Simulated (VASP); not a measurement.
# In: single point with PBE

The system is In.

```
In
1.0
     1.63624    0.94469    8.20746
    -1.63624    0.94469    8.20746
     0.00000   -1.88937    8.20746
In
3
Direct
  0.00000 0.00000 0.00000
  0.77801 0.77801 0.77801
  0.22199 0.22199 0.22199
```

This cell differs from its parent crystal: equal xx and yy strain of -2 %.

```json
{
  "Program": "VASP 6.6.1",
  "Task": "single point",
  "Functional": "PBE",
  "Potentials or basis": "VASP PAW PBE potentials, release 64 (In_d)",
  "Cutoff": "520 eV",
  "k mesh": "14 × 14 × 14",
  "Occupations": "fermi-dirac, width 0.05 eV",
  "Spin": "no spin polarisation"
}
```

| Quantity | Value |
| --- | --- |
| Pressure | 3.6 GPa |
| Largest force | 0.028 eV/Å |

Forces in eV/Å, atoms in the order of the input:
```
In   0.000  0.000  0.000
In   0.000  0.000 -0.028
In   0.000  0.000  0.028
```

Stress tensor (GPa, compression positive):
```
3.53 0.00 0.00
0.00 3.53 0.00
0.00 0.00 3.69
```

Levels at points of the mesh, in eV from the Fermi level:
| k point | band 15 | band 16 | band 17 | band 18 | band 19 | band 20 | band 21 | band 22 | band 23 | band 24 |
| --- | --- | --- | --- | --- | --- | --- | --- | --- | --- | --- |
| (0.00, 0.00, 0.00) | -14.41 | -9.80 | -7.34 | -7.32 | 0.23 | 0.25 | 9.28 | 9.28 | 9.36 | 9.36 |
| (0.50, 0.00, 0.00) | -14.33 | -4.78 | -4.26 | -2.97 | -2.89 | -1.28 | -1.14 | 3.23 | 4.06 | 4.98 |
| (0.50, 0.50, 0.00) | -14.32 | -4.53 | -4.28 | -3.51 | -3.22 | -0.54 | -0.33 | 1.80 | 3.31 | 4.28 |
| (0.50, 0.50, 0.50) | -14.38 | -9.21 | -9.18 | -4.64 | -3.64 | 5.53 | 5.58 | 8.86 | 8.86 | 10.24 |

Run time: 24 min on 1 thread of Intel(R) Xeon(R) 6975P-C (Granite Rapids), on a shared host, peak memory 0.81 GiB.

Caveat: the cell differs from its parent crystal (equal xx and yy strain of -2 %); spin-orbit coupling is left out, which moves the levels of the heavy elements.
